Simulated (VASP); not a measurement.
Input of a VASP 6.6.1 run:

Contents of INCAR:

```
SYSTEM = AlFe
ALGO = Normal
EDIFF = 1E-7
ENCUT = 520
ISIF = 2
ISMEAR = 0
ISPIN = 2
LASPH = .TRUE.
LCHARG = .TRUE.
LELF = .TRUE.
LMAXMIX = 4
LORBIT = 11
LREAL = .FALSE.
LVHAR = .TRUE.
LWAVE = .FALSE.
MAGMOM = 0 0.72
NBANDS = 16
NELM = 150
PREC = Accurate
SIGMA = 0.05
```

File KPOINTS:

```
k-points
0
G
  16 16 16
  0 0 0
```

POSCAR

```
AlFe
1.0
    2.7967666247      0.0000000000      0.0000000000
    0.0000000000      2.7967666247      0.0000000000
    0.0000000000      0.0000000000      2.7967666247
Al Fe
1 1
Direct
    0.0000000000      0.0000000000      0.0000000000
    0.5000000000      0.5000000000      0.5000000000
```

Potentials or basis: VASP PAW LDA potentials, release 64 (Al, Fe).

Command:

```sh
$ cat potpaw_LDA.64/Al/POTCAR potpaw_LDA.64/Fe/POTCAR > POTCAR
$ mpirun -np 1 vasp_std > vasp.out
```

Problem. What does it give for the site moments?

Solution. Al -0.02; Fe +0.64 μB.

Problem. Estimate the net moment.

Solution. 0.62 μB per cell.
